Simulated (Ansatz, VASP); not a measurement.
**One calculation of SiC, two programs**

INCAR

```
SYSTEM = SiC
  PREC = Accurate
  ENCUT = 520
  EDIFF = 1E-7
  ISMEAR = 0
  SIGMA = 0.01
  LREAL = .FALSE.
  LASPH = .TRUE.
  NELM = 60
  ALGO = Normal
  ISIF = 2
  LWAVE = .FALSE.
  LCHARG = .TRUE.
  GGA = PE
  LELF = .TRUE.
  LVHAR = .TRUE.
  NBANDS = 16
```

The input KPOINTS:

```
regular mesh
0
G
  12 12 4
  0 0 0
```

File POSCAR:

```
SiC
1.0
    3.1944223715      0.0000000000      0.0000000000
   -1.5972111857      2.7664507766      0.0000000000
    0.0000000000      0.0000000000      5.2423420452
Si C
2 2
Direct
    0.3333333333      0.6666666667      0.0000000000
    0.6666666667      0.3333333333      0.5000000000
    0.3333333333      0.6666666667      0.3850000000
    0.6666666667      0.3333333333      0.8850000000
```

Input for Ansatz:

```yaml
crystal:
  lattice:
    - [3.194422371458799, 0.0, 0.0]
    - [-1.5972111857293996, 2.766450776591309, 0.0]
    - [0.0, 0.0, 5.242342045228875]
  atoms:
    - { symbol: Si, position: [0.3333333333333333, 0.6666666666666666, 0.0] }
    - { symbol: Si, position: [0.6666666666666666, 0.3333333333333333, 0.5] }
    - { symbol: C, position: [0.3333333333333333, 0.6666666666666666, 0.385] }
    - { symbol: C, position: [0.6666666666666666, 0.3333333333333333, 0.885] }
basis:
  ecutwfc: 500.0
kpoints:
  mp_grid:
    grid: [12, 12, 4]
hamiltonian:
  xc: pbe
scf:
  occupations:
    method: fixed
output:
  stress: true
```

Alike in both runs: task single point; functional PBE; k mesh 12 × 12 × 4; no spin polarisation.

```csv
,VASP,Ansatz
version,VASP 6.6.1,Ansatz 0.2.0
potentials or method,"VASP PAW PBE potentials, release 64 (Si, C), cutoff 520 eV","plane waves, PAW"
occupations,"gaussian, width 0.01 eV",fixed
valence electrons in the cell,16,16
```

```csv
,VASP,Ansatz,Ansatz less VASP
pressure (GPa),-17.0,-17.0,0.00
"traceless stress, the component that is largest in VASP (GPa)",-0.69,-0.69,+0.001
```
